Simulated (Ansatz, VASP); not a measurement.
Two plane-wave programs on O

```
O
1.0
     9.00000    0.00000    0.00000
     0.00000    9.50000    0.00000
     0.00000    0.00000   10.00000
O
2
Direct
  0.50000 0.50000 0.43911
  0.50000 0.50000 0.56089
```

Alike in both runs: functional PBE; k mesh 1 × 1 × 1; occupations fermi-dirac, width 0.05 eV; collinear spin.

Ansatz relaxed the structure, and its values are those at the end. VASP's run is a single point on that final structure, the one shown.

|  | VASP | Ansatz |
| --- | --- | --- |
| version | VASP 6.6.1 | Ansatz 0.2.0 |
| potentials or method | VASP PAW PBE potentials, release 64 (O_h), cutoff 1000 eV | plane waves, PAW |
| valence electrons in the cell | 12 | 12 |

Ansatz gave:

```
gap on the k mesh at the Fermi level (eV)                     : 2.29
rms of the force components (eV/Å)                            : 0.004
net moment per atom (μB)                                      : 1.00
size of the moment on the site where the two differ most (μB) : 0.56
```

Which values does VASP return?

gap on the k mesh at the Fermi level (eV): 2.32; rms of the force components (eV/Å): 0.045; net moment per atom (μB): 1.00; size of the moment on the site where the two differ most (μB): 0.62.

Site moments also hang on the region over which each program counts them. Ansatz's warnings: end state compared, stress scf threshold loose.
